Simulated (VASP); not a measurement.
# Cr (Fd-3m) in VASP: further runs, part 2 of 2

VASP 6.6.1. The steps go on from the part before.

## 4. Single point, PBEsol, collinear spin, ferromagnetic start

This run uses another cell than the first one, of 13.07 Å³/atom.

Contents of INCAR:

```
  PREC = Accurate
  ENCUT = 700
  EDIFF = 1E-6
  ISMEAR = -1
  SIGMA = 0.05
  LREAL = F
  LASPH = T
  NELM = 200
  ALGO = Normal
  ISIF = 2
  LWAVE = F
  LCHARG = T
  ISPIN = 2
  MAGMOM = 3 3
  LORBIT = 11
  LMAXMIX = 4
  GGA = PS
  LELF = T
  LVHAR = T
  NBANDS = 25
  GGA_COMPAT = F
```

Contents of KPOINTS:

```
regular mesh
0
Gamma
  8 8 8
```

Contents of POSCAR:

```
Cr
1.0
    0.0000000000      2.3557295613      2.3557295613
    2.3557295613      0.0000000000      2.3557295613
    2.3557295613      2.3557295613      0.0000000000
Cr
2
Direct
    0.0000000000      0.0000000000      0.0000000000
    0.2500000000      0.2500000000      0.2500000000
```

Potentials or basis: VASP PAW PBE potentials, release 64 (Cr_sv).

Started as:

```sh
$ cat potpaw_PBE.64/Cr_sv/POTCAR > POTCAR
$ mpirun -np 1 vasp_std > vasp.out
```

OUTCAR:

```text
PREC = Accurate
   ENCUT = 700
   EDIFF = 1E-6
   ISMEAR = -1
   LREAL = F
   LASPH = T
   NELM = 200
   ISIF = 2
   ISPIN = 2
   LORBIT = 11
   GGA = PS

 ion  position               nearest neighbor table
   1  0.000  0.000  0.000-   2 2.04   2 2.04   2 2.04   2 2.04
   2  0.250  0.250  0.250-   1 2.04   1 2.04   1 2.04   1 2.04

  LATTYP: Found a face centered cubic cell.
 ALAT       =     4.7114591226

  Lattice vectors:

 A1 = (   0.0000000000,   2.3557295613,   2.3557295613)
 A2 = (   2.3557295613,   0.0000000000,   2.3557295613)
 A3 = (   2.3557295613,   2.3557295613,   0.0000000000)

Analysis of symmetry for initial positions (statically):
=====================================================================
 Subroutine PRICEL returns:
 Original cell was already a primitive cell.

 Routine SETGRP: Setting up the symmetry group for a
 face centered cubic supercell.

 Subroutine GETGRP returns: Found 48 space group operations
 (whereof 24 operations were pure point group operations)
 out of a pool of 48 trial point group operations.

The static configuration has the point symmetry T_d .
 The point group associated with its full space group is O_h .

Analysis of symmetry for dynamics (positions and initial velocities):
=====================================================================
 Subroutine PRICEL returns:
 Original cell was already a primitive cell.

 Routine SETGRP: Setting up the symmetry group for a
 face centered cubic supercell.

 Subroutine GETGRP returns: Found 48 space group operations
 (whereof 24 operations were pure point group operations)
 out of a pool of 48 trial point group operations.

The dynamic configuration has the point symmetry T_d .
 The point group associated with its full space group is O_h .

Analysis of structural, dynamic, and magnetic symmetry:
=====================================================================
 Subroutine PRICEL returns:
 Original cell was already a primitive cell.

 Routine SETGRP: Setting up the symmetry group for a
[... 152 lines left out ...]
  ---------------------------------------------------
  free energy    TOTEN  =       -15.68128587 eV

  energy without entropy =      -15.65500659  energy(sigma->0) =      -15.66814623

 E-fermi :  11.5109     XC(G=0): -12.7789

 val. band max:       11.4866386725   @ k =  -0.3750   0.3750   0.0000
 cond. band min:      11.5444601931   @ k =   0.2500   0.1250   0.0000
 fundamental gap:      0.0578215205
 Fermi energy:        11.5108863460

 spin component 1

 k-point     1 :       0.0000    0.0000    0.0000
  band No.  band energies     occupation
      1     -59.6657      1.00000
      2     -58.4073      1.00000
      3     -31.3582      1.00000
      4     -31.3582      1.00000
      5     -31.3582      1.00000
      6     -29.9148      1.00000
[... 661 lines left out ...]
     24      29.8143      0.00000
     25      32.2985      0.00000

 [... further k-points ...]

 spin component 2

 k-point     1 :       0.0000    0.0000    0.0000
  band No.  band energies     occupation
      1     -59.6652      1.00000
      2     -58.4069      1.00000
      3     -31.3577      1.00000
      4     -31.3577      1.00000
      5     -31.3577      1.00000
      6     -29.9144      1.00000
[... 661 lines left out ...]
     24      29.8146      0.00000
     25      32.2829      0.00000

 [... further k-points ...]

------------------------ aborting loop because EDIFF is reached ----------------------------------------

  FORCE on cell =-STRESS in cart. coord.  units (eV):
  Direction    XX          YY          ZZ          XY          YZ          ZX
  --------------------------------------------------------------------------------------
  -------------------------------------------------------------------------------------
  Total        4.8288086      4.8288086      4.8288086     -0.0000000      0.0000000      0.0000000
  in kB      295.8995337    295.8995337    295.8995337     -0.0000000      0.0000000      0.0000000
  external PRESSURE =     295.8995337 kB  Pullay stress =       0.0000000 kB

 VOLUME and BASIS-vectors are now :
 -----------------------------------------------------------------------------
  energy-cutoff  :      700.00
  volume of cell :       26.15
      direct lattice vectors                 reciprocal lattice vectors
     0.000000000  2.355729561  2.355729561    -0.212248472  0.212248472  0.212248472
     2.355729561  0.000000000  2.355729561     0.212248472 -0.212248472  0.212248472
     2.355729561  2.355729561  0.000000000     0.212248472  0.212248472 -0.212248472

 POSITION                                       TOTAL-FORCE (eV/Angst)
 -----------------------------------------------------------------------------------
      0.00000      0.00000      0.00000         0.000000      0.000000      0.000000
      1.17786      1.17786      1.17786        -0.000000     -0.000000     -0.000000
 -----------------------------------------------------------------------------------
    total drift:                                0.000000     -0.000000      0.000000

  FREE ENERGIE OF THE ION-ELECTRON SYSTEM (eV)
  ---------------------------------------------------
  free  energy   TOTEN  =       -15.6812858729 eV

  energy  without entropy=      -15.6550065929  energy(sigma->0) =      -15.66814623

 total charge

# of ion       s       p       d       tot
------------------------------------------
    1        2.247   5.957   4.037  12.242
    2        2.247   5.957   4.037  12.242
--------------------------------------------------
tot          4.495  11.915   8.074  24.483

 magnetization (x)

# of ion       s       p       d       tot
------------------------------------------
    1        0.000   0.000   0.000   0.000
    2        0.000   0.000   0.000   0.000
--------------------------------------------------
tot          0.000   0.000   0.000   0.001
```

OSZICAR:

```text
N       E                     dE             d eps       ncg     rms          rms(c)
DAV:   1     0.567695791462E+03    0.56770E+03   -0.17733E+04  3517   0.347E+03
DAV:   2     0.260627104098E+02   -0.54163E+03   -0.51438E+03  3135   0.698E+02
DAV:   3    -0.102448068473E+02   -0.36308E+02   -0.34957E+02  4183   0.219E+02
DAV:   4    -0.138429563418E+02   -0.35981E+01   -0.34476E+01  5464   0.449E+01
DAV:   5    -0.141800144025E+02   -0.33706E+00   -0.33667E+00  4124   0.152E+01    0.226E+01
DAV:   6    -0.151588823680E+02   -0.97887E+00   -0.43977E+00  5100   0.341E+01    0.822E+00
DAV:   7    -0.155580833638E+02   -0.39920E+00   -0.52754E-01  5184   0.828E+00    0.511E+00
DAV:   8    -0.156419652663E+02   -0.83882E-01   -0.44397E-02  5320   0.197E+00    0.239E+00
DAV:   9    -0.156767142325E+02   -0.34749E-01   -0.52812E-02  5741   0.238E+00    0.776E-01
DAV:  10    -0.156808074453E+02   -0.40932E-02   -0.58139E-03  5528   0.110E+00    0.354E-01
DAV:  11    -0.156812758555E+02   -0.46841E-03   -0.36790E-04  5244   0.228E-01    0.140E-01
DAV:  12    -0.156812764448E+02   -0.58933E-06   -0.42555E-05  5312   0.823E-02    0.518E-02
DAV:  13    -0.156812852424E+02   -0.87975E-05   -0.22299E-05  4398   0.594E-02    0.141E-02
DAV:  14    -0.156812858729E+02   -0.63050E-06   -0.27316E-06  3483   0.205E-02
   1 F= -.15681286E+02 E0= -.15668146E+02  d E =-.262793E-01  mag=     0.0003
```

stdout:

```text
POSCAR found type information on POSCAR Cr
 POSCAR found :  1 types and       2 ions
 scaLAPACK will be used
 -----------------------------------------------------------------------------
|                                                                             |
|                                                                             |
|     You enforced a specific xc type in the INCAR file but a different       |
|     I HOPE YOU KNOW WHAT YOU ARE DOING!                                     |
|                                                                             |
 -----------------------------------------------------------------------------

 LDA part: xc-table for (Slater+PW92), standard interpolation
 POSCAR, INCAR and KPOINTS ok, starting setup
 FFT: planning ... GRIDC
 FFT: planning ... GRID_SOFT
 FFT: planning ... GRID
 WAVECAR not read
 entering main loop
```

Run time: 36 s. Hardware: 1 thread of Intel Xeon 6975P-C (Granite Rapids), shared host; peak memory 0.2 GiB.

What came out:

```
Free energy                                           : -15.6813 eV
Pressure                                              : 29.6 GPa
Band gap on the k mesh                                : zero (filled and empty bands overlap)
Net moment                                            : 0.00 μB per cell
Valence electrons inside the program's atomic spheres : Cr 12.24
```

Caveat: the cell stands under pressure; the moments typed at the start vanished in this run; the PAW data sets were made with another functional, which shifts forces and pressure a little.

The gap in the log of VASP goes by the Fermi energy; the results here count the filled bands.